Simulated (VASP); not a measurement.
## Cu3O2: single point with PBE

Crystal: Cu3O2.

```
Cu O
1.0
    -2.03334    2.03334    3.67072
     2.03334   -2.03334    3.67072
     2.03334    2.03334   -3.67072
Cu O
3 2
Direct
  0.25000 0.75000 0.50000
  0.75000 0.25000 0.50000
  0.00000 0.00000 0.00000
  0.00000 0.50000 0.50000
  0.50000 0.00000 0.50000
```

```json
{
  "Program": "VASP 6.6.1",
  "Task": "single point",
  "Functional": "PBE",
  "Potentials or basis": "VASP PAW PBE potentials, release 64 (Cu, O)",
  "Cutoff": "520 eV",
  "k mesh": "12 × 12 × 12",
  "Occupations": "gaussian, width 0.1 eV",
  "Spin": "no spin polarisation",
  "Dipole correction": "no",
  "Further INCAR settings": "ALGO = Normal; EDIFF = 1e-07; NBANDS = 30"
}
```

```
Pressure               : 0.7 GPa
Band gap on the k mesh : zero (an odd number of electrons rules out a gap without spin polarisation)
```

Stress tensor (GPa, compression positive):
```
0.33 0.00 0.00
0.00 0.33 0.00
0.00 0.00 1.49
```

Levels at points of the mesh, in eV from the Fermi level:
| k point | band 19 | band 20 | band 21 | band 22 | band 23 | band 24 | band 25 | band 26 | band 27 | band 28 |
| --- | --- | --- | --- | --- | --- | --- | --- | --- | --- | --- |
| (0.00, 0.00, 0.00) | -1.62 | -1.47 | -0.75 | -0.75 | 0.39 | 0.48 | 5.19 | 5.19 | 6.93 | 7.23 |
| (0.50, 0.00, 0.00) | -1.45 | -1.28 | -0.88 | -0.56 | -0.21 | 2.87 | 3.23 | 8.08 | 8.15 | 8.23 |
| (0.50, 0.50, 0.00) | -1.48 | -0.45 | -0.44 | -0.23 | 0.61 | 1.22 | 3.62 | 3.66 | 7.62 | 9.28 |
| (0.50, 0.50, 0.50) | -1.73 | -1.47 | -1.25 | -0.28 | -0.28 | 3.24 | 4.67 | 6.31 | 6.31 | 7.40 |

It took 5.2 min on 1 thread of Intel(R) Xeon(R) Platinum 8488C (Sapphire Rapids), with other jobs on the host, peak memory 0.37 GiB.

Caveat: an odd number of electrons without spin polarisation forces a metal; a magnetic or distorted state may lie lower. With open d or f shells a metallic result of PBE can be an artefact of self-interaction; +U or a hybrid may open a gap.
